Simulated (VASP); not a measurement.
# Ge3Pt (Pm-3n) in VASP: notebook, part 2 of 2

VASP 6.6.1. Earlier steps stand in the parts before.

**3. Single point, PBE**

This run uses another cell than the first one, of 18.04 Å³/atom.

Contents of INCAR:

```
SYSTEM = Ge3Pt
ALGO = Normal ; EDIFF = 1E-6
ENCUT = 520 ; GGA = PE
ISIF = 2 ; ISMEAR = 0
LASPH = .TRUE. ; LCHARG = .FALSE.
LREAL = .FALSE. ; LWAVE = .FALSE.
NBANDS = 62 ; NELM = 100
PREC = Accurate ; SIGMA = 0.1
```

Contents of KPOINTS:

```
k-points
0
G
  8 8 8
  0 0 0
```

Contents of POSCAR:

```
Ge3Pt
1.0
    5.2452284769      0.0000000000      0.0000000000
    0.0000000000      5.2452284769      0.0000000000
    0.0000000000      0.0000000000      5.2452284769
Ge Pt
6 2
Direct
    0.2500000000      0.0000000000      0.5000000000
    0.5000000000      0.7500000000      0.0000000000
    0.7500000000      0.0000000000      0.5000000000
    0.5000000000      0.2500000000      0.0000000000
    0.0000000000      0.5000000000      0.7500000000
    0.0000000000      0.5000000000      0.2500000000
    0.0000000000      0.0000000000      0.0000000000
    0.5000000000      0.5000000000      0.5000000000
```

Potentials or basis: VASP PAW PBE potentials, release 64 (Ge_d, Pt).

On the command line:

```sh
$ cat potpaw_PBE.64/Ge_d/POTCAR potpaw_PBE.64/Pt/POTCAR > POTCAR
$ mpirun -np 1 vasp_std > vasp.out
```

OUTCAR:

```text
SYSTEM = Ge3Pt
   EDIFF = 1E-6
   ENCUT = 520
   GGA = PE
   ISIF = 2
   ISMEAR = 0
   LASPH = .TRUE.
   LREAL = .FALSE.
   NELM = 100
   PREC = Accurate

 ion  position               nearest neighbor table
   1  0.250  0.000  0.500-   3 2.62   3 2.62   8 2.93   7 2.93   8 2.93   7 2.93
   2  0.500  0.750  0.000-   4 2.62   4 2.62   8 2.93   8 2.93   7 2.93   7 2.93
   3  0.750  0.000  0.500-   1 2.62   1 2.62   8 2.93   7 2.93   8 2.93   7 2.93
   4  0.500  0.250  0.000-   2 2.62   2 2.62   8 2.93   8 2.93   7 2.93   7 2.93
   5  0.000  0.500  0.750-   6 2.62   6 2.62   8 2.93   7 2.93   7 2.93   8 2.93
   6  0.000  0.500  0.250-   5 2.62   5 2.62   8 2.93   7 2.93   7 2.93   8 2.93
   7  0.000  0.000  0.000-   1 2.93   2 2.93   3 2.93   4 2.93   5 2.93   6 2.93   1 2.93   3 2.93
                             5 2.93   6 2.93   2 2.93   4 2.93
   8  0.500  0.500  0.500-   1 2.93   2 2.93   3 2.93   4 2.93   5 2.93   6 2.93   2 2.93   4 2.93
                             1 2.93   3 2.93   5 2.93   6 2.93

  LATTYP: Found a simple cubic cell.
 ALAT       =     5.2452284769

  Lattice vectors:

 A1 = (   5.2452284769,   0.0000000000,   0.0000000000)
 A2 = (   0.0000000000,   5.2452284769,   0.0000000000)
 A3 = (   0.0000000000,   0.0000000000,   5.2452284769)

Analysis of symmetry for initial positions (statically):
=====================================================================
 Subroutine PRICEL returns:
 Original cell was already a primitive cell.

 Routine SETGRP: Setting up the symmetry group for a
 simple cubic supercell.

 Subroutine GETGRP returns: Found 48 space group operations
 (whereof 24 operations were pure point group operations)
 out of a pool of 48 trial point group operations.

The static configuration has the point symmetry T_h .
 The point group associated with its full space group is O_h .

Analysis of symmetry for dynamics (positions and initial velocities):
=====================================================================
 Subroutine PRICEL returns:
 Original cell was already a primitive cell.

 Routine SETGRP: Setting up the symmetry group for a
 simple cubic supercell.

 Subroutine GETGRP returns: Found 48 space group operations
 (whereof 24 operations were pure point group operations)
 out of a pool of 48 trial point group operations.

The dynamic configuration has the point symmetry T_h .
 The point group associated with its full space group is O_h .

 Subroutine INISYM returns: Found 48 space group operations
 (whereof 24 operations are pure point group operations),
 and found     1 'primitive' translations

----------------------------------------------------------------------------------------

                                     Primitive cell

  volume of cell :     144.3089

  direct lattice vectors                    reciprocal lattice vectors
     5.245228477  0.000000000  0.000000000     0.190649464  0.000000000  0.000000000
     0.000000000  5.245228477  0.000000000     0.000000000  0.190649464  0.000000000
     0.000000000  0.000000000  5.245228477     0.000000000  0.000000000  0.190649464

  length of vectors
     5.245228477  5.245228477  5.245228477     0.190649464  0.190649464  0.190649464

  position of ions in fractional coordinates (direct lattice)
     0.250000000  0.000000000  0.500000000
[... 70 lines left out ...]
  0.500000  0.375000  0.125000     24.000000
 [... further k-points ...]
   k-points           NKPTS =     35   k-points in BZ     NKDIM =     35   number of bands    NBANDS=     62
   number of dos      NEDOS =    301   number of ions     NIONS =      8
   total plane-waves  NPLWV =  64000
   dimension x,y,z NGX =    40 NGY =   40 NGZ =   40
   dimension x,y,z NGXF=    80 NGYF=   80 NGZF=   80
   ions per type =               6   2
   NGX,Y,Z   is equivalent  to a cutoff of  12.68, 12.68, 12.68 a.u.
   NGXF,Y,Z  is equivalent  to a cutoff of  25.36, 25.36, 25.36 a.u.
 SYSTEM =  Ge3Pt
   PREC   = accura    normal or accurate (medium, high low for compatibility)
   ISTART =      0    job   : 0-new  1-cont  2-samecut
   ICHARG =      2    charge: 1-file 2-atom 10-const
   ISPIN  =      1    spin polarized calculation?
   LNONCOLLINEAR =      F non collinear calculations
   LSORBIT =      F    spin-orbit coupling
   LASPH  =      T    aspherical Exc in radial PAW
   ENCUT  =  520.0 eV  38.22 Ry    6.18 a.u.   9.75  9.75  9.75*2*pi/ulx,y,z
   NELM   =    100;   NELMIN=  2; NELMDL= -5     # of ELM steps
   EDIFF  = 0.1E-05   stopping-criterion for ELM
   LREAL  =      F    real-space projection
   EDIFFG = 0.1E-04   stopping-criterion for IOM
   NSW    =      0    number of steps for IOM
   IBRION =     -1    ionic relax: 0-MD 1-quasi-New 2-CG
   NFREE  =      0    steps in history (QN), initial steepest desc. (CG)
   ISIF   =      2    stress and relaxation
   ISYM   =      2    0-nonsym 1-usesym 2-fastsym
   POTIM  = 0.5000    time-step for ionic-motion
   TEBEG  =    0.0;   TEEND  =   0.0 temperature during run
   PSTRESS=    0.0 pullay stress
   NELECT =     104.0000    total number of electrons
   NUPDOWN=      -1.0000    fix difference up-down
   EMIN   =  10.00;   EMAX   =-10.00  energy-range for DOS
   EFERMI =   0.00;   METHOD = LEGACY
   ISMEAR =     0;   SIGMA  =   0.10  broadening in eV -4-tet -1-fermi 0-gaus
   EFERMI_NEDOS =   21; number of points for ismear=-14 and -15
   IALGO  =     38    algorithm
   IMIX   =      4    mixing-type and parameters
     AMIX     =   0.40;   BMIX     =  1.00
     AMIX_MAG =   1.60;   BMIX_MAG =  1.00
  volume/ion in A,a.u.               =      18.04       121.73
  Fermi-wavevector in a.u.,A,eV,Ry     =   1.467759  2.773663 29.311271  2.154318
  Thomas-Fermi vector in A             =   2.583339
   LORBIT       =      0    0 simple, 1 ext, 2 COOP (PROOUT), +10 PAW based schemes
   GGA     = PE    functional components
   LHFCALC =     F    Hartree Fock is set to
   AEXX    =    0.0000 exact exchange contribution
   IVDW    =     0    specifies the selected vdW correction
   LEPSILON=     F    determine dielectric tensor
   LRPA    =     F    only Hartree local field effects (RPA)
 non-spin polarized calculation
 Gauss-broadening in eV      SIGMA  =   0.10
  energy-cutoff  :      520.00
  volume of cell :      144.31
 maximum number of plane-waves:      3912
 NGX is ok and might be reduce to    40
   NGX = 19   NGY = 19   NGZ = 19

 number of electron     104.0000156 magnetization

 Free energy of the ion-electron system (eV)
  ---------------------------------------------------
  ext. energy  EPLUGINS =         0.00000000
  ---------------------------------------------------
  free energy    TOTEN  =       -38.33540035 eV

  energy without entropy =      -38.31883235  energy(sigma->0) =      -38.32711635

 E-fermi :   7.7676     XC(G=0): -11.7269

 val. band max:        7.7182287841   @ k =   0.5000   0.5000   0.1250
 cond. band min:       7.7944675333   @ k =   0.3750   0.2500   0.2500
 fundamental gap:      0.0762387492
 Fermi energy:         7.7676340434

 k-point     1 :       0.0000    0.0000    0.0000
  band No.  band energies     occupation
      1     -17.2318      2.00000
      2     -17.2251      2.00000
      3     -17.2251      2.00000
      4     -17.1430      2.00000
      5     -17.1430      2.00000
      6     -17.1430      2.00000
[... 1549 lines left out ...]
     61      11.9373      0.00000
     62      12.1741      0.00000

 [... further k-points ...]

------------------------ aborting loop because EDIFF is reached ----------------------------------------

  FORCE on cell =-STRESS in cart. coord.  units (eV):
  Direction    XX          YY          ZZ          XY          YZ          ZX
  --------------------------------------------------------------------------------------
  -------------------------------------------------------------------------------------
  Total       -0.0459380     -0.0459380     -0.0459380      0.0000000      0.0000000      0.0000000
  in kB       -0.5100225     -0.5100225     -0.5100225      0.0000000      0.0000000      0.0000000
  external PRESSURE =      -0.5100225 kB  Pullay stress =       0.0000000 kB

 VOLUME and BASIS-vectors are now :
 -----------------------------------------------------------------------------
  energy-cutoff  :      520.00
  volume of cell :      144.31
      direct lattice vectors                 reciprocal lattice vectors
     5.245228477  0.000000000  0.000000000     0.190649464  0.000000000  0.000000000
     0.000000000  5.245228477  0.000000000     0.000000000  0.190649464  0.000000000
     0.000000000  0.000000000  5.245228477     0.000000000  0.000000000  0.190649464

 POSITION                                       TOTAL-FORCE (eV/Angst)
 -----------------------------------------------------------------------------------
      1.31131      0.00000      2.62261        -0.000000      0.000000      0.000000
      2.62261      3.93392      0.00000         0.000000      0.000000      0.000000
      3.93392      0.00000      2.62261         0.000000     -0.000000     -0.000000
      2.62261      1.31131      0.00000         0.000000      0.000000     -0.000000
      0.00000      2.62261      3.93392         0.000000      0.000000     -0.000000
      0.00000      2.62261      1.31131        -0.000000      0.000000      0.000000
      0.00000      0.00000      0.00000         0.000000      0.000000     -0.000000
      2.62261      2.62261      2.62261         0.000000      0.000000     -0.000000
 -----------------------------------------------------------------------------------
    total drift:                               -0.000000     -0.000000      0.000000

  FREE ENERGIE OF THE ION-ELECTRON SYSTEM (eV)
  ---------------------------------------------------
  free  energy   TOTEN  =       -38.3354003511 eV

  energy  without entropy=      -38.3188323491  energy(sigma->0) =      -38.32711635
```

Run time: 2.2 min. Hardware: 1 thread of Intel Xeon 6975P-C (Granite Rapids), shared host; peak memory 0.38 GiB.

What came out:

```yaml
Free_energy: -38.3354 eV
Pressure: -0.1 GPa
Band_gap_on_the_k_mesh: zero (bands 52 and 53 overlap by 2.29 eV)
```

Levels at points of the mesh, in eV from the Fermi level:
```tsv
k point	band 50	band 51	band 52	band 53	band 54	band 55
(0.00, 0.00, 0.00)	-1.71	-0.92	-0.92	0.46	0.46	0.46
(0.50, 0.00, 0.00)	-1.84	-0.38	-0.38	0.51	0.51	1.46
(0.50, 0.50, 0.00)	-1.17	-1.17	0.14	0.22	1.44	1.72
(0.50, 0.50, 0.50)	0.97	0.97	0.97	0.97	0.97	2.87
```

Caveat: spin-orbit coupling is left out, which moves the levels of the heavy elements.
